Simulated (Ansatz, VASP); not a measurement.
**Two plane-wave programs on In3GaSb2N2**

```
In Ga Sb N
1.0
     9.83102    0.00000    0.00000
    -4.91551    8.51392    0.00000
     0.00000    0.00000    4.08598
In Ga Sb N
3 1 2 2
Direct
  0.50000 0.00000 0.50000
  0.00000 0.50000 0.50000
  0.50000 0.50000 0.50000
  0.00000 0.00000 0.00000
  0.33333 0.66667 0.50000
  0.66667 0.33333 0.50000
  0.33333 0.66667 0.00000
  0.66667 0.33333 0.00000
```

Alike in both runs: functional PBE; k mesh 2 × 2 × 3; occupations gaussian, width 0.15 eV; no spin polarisation.

Ansatz relaxed the structure, and its values are those at the end. VASP's run is a single point on that final structure, the one shown.

|  | VASP | Ansatz |
| --- | --- | --- |
| version | VASP 6.6.1 | Ansatz 0.2.0 |
| potentials or method | VASP PAW PBE potentials, release 64 (In_d, Ga_d, Sb_d_GW, N), cutoff 700 eV | scalar-relativistic, plane waves, PAW |
| valence electrons in the cell | 92 | 92 |

```csv
,VASP,Ansatz,Ansatz less VASP
gap on the k mesh at the Fermi level (eV),none,none,-
pressure (GPa),0.5,0.5,+0.01
```

A gap of «none» marks a metal or a gap that the smearing closes.

The k mesh is coarse, so the values compare programs but aren't converged. Spin-orbit coupling is off throughout.
